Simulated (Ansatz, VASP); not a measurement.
**One calculation of Ti, two programs**

Contents of INCAR:

```
SYSTEM = Ti
PREC = Accurate
ENCUT = 520
EDIFF = 1E-7
ISMEAR = 0
SIGMA = 0.05
LREAL = .FALSE.
LASPH = .TRUE.
NELM = 80
ALGO = Normal
ISIF = 2
LWAVE = .FALSE.
LCHARG = .FALSE.
GGA = PS
NBANDS = 25
```

KPOINTS

```
Automatic mesh
0
G
  12 12 14
  0 0 0
```

POSCAR

```
Ti
1.0
    4.6000000000      0.0000000000      0.0000000000
   -2.3000000000      3.9837168600      0.0000000000
    0.0000000000      0.0000000000      2.8200000000
Ti
3
Direct
    0.0000000000      0.0000000000      0.0000000000
    0.3333333300      0.6666666700      0.5000000000
    0.6666666700      0.3333333300      0.5000000000
```

Input for Ansatz:

```yaml
crystal:
  lattice:
    - [4.6, 0.0, 0.0]
    - [-2.3, 3.98371686, 0.0]
    - [0.0, 0.0, 2.82]
  atoms:
    - { symbol: Ti, position: [0.0, 0.0, 0.0] }
    - { symbol: Ti, position: [0.33333333, 0.66666667, 0.5] }
    - { symbol: Ti, position: [0.66666667, 0.33333333, 0.5] }
basis:
  ecutwfc: 420
kpoints:
  mp_grid: { grid: [12, 12, 14] }
hamiltonian:
  xc: pbesol
scf:
  occupations: { method: gaussian, width: 0.05 }
output:
  forces: true
  eigenvalues: true
  eigenstates:
    nscf_kmesh: { grid: [24, 24, 34] }
    top_band: c6
    de_dk: true
    localisation: false
  stress: true
checkpoint:
  write: ck
  compress: false
  write_wavefunctions: false
  write_every: 100000
```

Alike in both runs: task single point; functional PBEsol; k mesh 12 × 12 × 14; occupations gaussian, width 0.05 eV; no spin polarisation.

|  | VASP | Ansatz |
| --- | --- | --- |
| version | VASP 6.6.1 | Ansatz 0.2.0 |
| potentials or method | VASP PAW PBE potentials, release 64 (Ti_sv), cutoff 520 eV | scalar-relativistic, plane waves, PAW |
| valence electrons in the cell | 36 | 36 |

```tsv
	VASP	Ansatz	Ansatz less VASP
pressure (GPa)	-5.1	-4.9	+0.19
traceless stress, the component that is largest in VASP (GPa)	1.19	1.18	-0.003
```

VASP's potentials were made for PBE, not for PBEsol. The functional is the same, so the differences come from potentials, cutoffs and numerics.
